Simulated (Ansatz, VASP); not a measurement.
**One calculation of Fe, two programs**

The input INCAR:

```
SYSTEM = Fe
PREC = Accurate
ENCUT = 600
EDIFF = 1E-6
ISMEAR = 0
SIGMA = 0.1
LREAL = .False.
LASPH = .True.
NELM = 150
ALGO = Normal
ISIF = 3
LWAVE = .False.
LCHARG = .False.
ISPIN = 2
MAGMOM = 4 4
LORBIT = 11
LMAXMIX = 4
GGA = PE
IBRION = 2
NSW = 90
EDIFFG = -0.04
```

The input KPOINTS:

```
regular mesh
0
Gamma
  6 6 4
  0 0 0
```

POSCAR

```
Fe
1.0
    1.8556361845     -1.7750569037      0.0000000000
    1.8556361845      1.7750569037      0.0000000000
    0.0000000000      0.0000000000      3.8556150427
Fe
2
Direct
    0.1250000000      0.8750000000      0.2500000000
    0.8750000000      0.1250000000      0.7500000000
```

Input for Ansatz:

```yaml
crystal:
  lattice:
    - [1.8556361845, -1.7750569037, 0.0]
    - [1.8556361845, 1.7750569037, 0.0]
    - [0.0, 0.0, 3.8556150427]
  atoms:
    - { symbol: Fe, position: [0.125, 0.875, 0.25], spin: 4.0 }
    - { symbol: Fe, position: [0.875, 0.125, 0.75], spin: 4.0 }
basis:
  ecutwfc: 420
kpoints:
  mp_grid: { grid: [6, 6, 4] }
hamiltonian:
  xc: pbe
scf:
  occupations: { method: gaussian, width: 0.1 }
  lower_state_search: "off"
output:
  forces: true
  stress: true
  eigenvalues: true
  populations: true
magnetization:
  spin_polarized: true
relax:
  adjacent_minimum: "off"
  f_tol: 0.04
  max_steps: 70
  cell: { stress_tol: 0.4 }
```

Alike in both runs: task relaxation of cell and atoms; functional PBE; k mesh 6 × 6 × 4; occupations gaussian, width 0.1 eV; collinear spin.

```csv
,VASP,Ansatz
version,VASP 6.6.1,Ansatz 0.2.0
potentials or method,"VASP PAW PBE potentials, release 64 (Fe), cutoff 600 eV","scalar-relativistic, plane waves, PAW"
valence electrons in the cell,16,32
```

VASP gave:

```
gap on the k mesh at the Fermi level, each at its own relaxed structure (eV) : none
net moment per atom (μB)                                                     : 2.22
size of the moment on the site where the two differ most (μB)                : 2.21
relaxed volume (Å³/atom)                                                     : 11.35
relaxed cell length with the largest relative difference (Å)                 : 2.450
```

What did Ansatz give for the same quantities?

gap on the k mesh at the Fermi level, each at its own relaxed structure (eV): none; net moment per atom (μB): 2.21; size of the moment on the site where the two differ most (μB): 2.26; relaxed volume (Å³/atom): 11.37; relaxed cell length with the largest relative difference (Å): 2.451.

Site moments also hang on the region over which each program counts them. A gap of «none» marks a metal or a gap that the smearing closes. VASP's potentials hold 16 valence electrons a cell and Ansatz's 32, so a difference there can come from the potentials and not from the codes.

The k mesh is coarse, so the values compare programs but aren't converged.
